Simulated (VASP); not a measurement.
**Sn: single point with PBEsol**

Sn:

```
CELL_PARAMETERS angstrom
-1.89465 1.89465 1.81887
1.89465 -1.89465 1.81887
1.89465 1.89465 -1.81887
ATOMIC_POSITIONS crystal
Sn 0.00000 0.00000 0.00000
```

```json
{
 "Program": "VASP 6.6.1",
 "Task": "single point",
 "Functional": "PBEsol",
 "Potentials or basis": "VASP PAW PBE potentials, release 64 (Sn_d)",
 "Cutoff": "520 eV",
 "k mesh": "8 × 8 × 8",
 "Occupations": "fermi-dirac, width 0.05 eV",
 "Spin": "no spin polarisation",
 "Dipole correction": "no",
 "Further INCAR settings": "ALGO = Normal; EDIFF = 1e-06; NBANDS = 13"
}
```

```
Pressure               : 0.0 GPa
Band gap on the k mesh : zero (band 7 reaches 16.61 eV, above the bottom of band 8 at 6.12 eV)
```

Stress tensor (GPa, compression positive):
```
 0.17  0.00  0.00
 0.00  0.17  0.00
 0.00  0.00 -0.23
```

Levels at points of the mesh, in eV from the Fermi level:
| k point | band 5 | band 6 | band 7 | band 8 | band 9 | band 10 |
| --- | --- | --- | --- | --- | --- | --- |
| (0.00, 0.00, 0.00) | -21.23 | -11.32 | 8.27 | 8.27 | 8.61 | 12.16 |
| (0.50, 0.00, 0.00) | -21.15 | -6.29 | -4.52 | 3.64 | 5.40 | 8.06 |
| (0.50, 0.50, 0.00) | -21.15 | -6.58 | -4.64 | 4.18 | 6.13 | 8.71 |
| (0.50, 0.50, 0.50) | -21.16 | -2.24 | -0.71 | -0.71 | 0.10 | 3.71 |

Wall time 4.9 s on 1 thread of Intel(R) Xeon(R) 6975P-C (Granite Rapids) (shared host), peak memory 0.14 GiB.

Caveat: the PAW data sets were made with another functional, which shifts forces and pressure a little; spin-orbit coupling is left out, which moves the levels of the heavy elements.
